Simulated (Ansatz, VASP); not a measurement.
**Two plane-wave programs on RbBr**

```xyz
2
Lattice="8.3219 0.0000 0.0000 0.0000 6.3529 0.0000 0.0000 0.0000 23.8000" Properties=species:S:1:pos:R:3 pbc="T T T"
Rb    0.0000    0.0000    7.0000
Br    0.0000    3.1764    7.0000
```

Alike in both runs: functional PBE; k mesh 4 × 4 × 1; occupations gaussian, width 0.02 eV; no spin polarisation.

Ansatz relaxed the structure, and its values are those at the end. VASP's run is a single point on that final structure, the one shown.

```csv
,VASP,Ansatz
version,VASP 6.6.1,Ansatz 0.2.0
potentials or method,"VASP PAW PBE potentials, release 64 (Rb_sv, Br), cutoff 520 eV","scalar-relativistic, plane waves, PAW"
valence electrons in the cell,16,16
```

|  | VASP | Ansatz | Ansatz less VASP |
| --- | --- | --- | --- |
| gap on the k mesh at the Fermi level (eV) | 3.95 | 3.95 | 0.000 |
| least direct gap on the mesh (eV) | 3.95 | 3.95 | 0.000 |

Ansatz's warnings: xc potential rough in thin density.
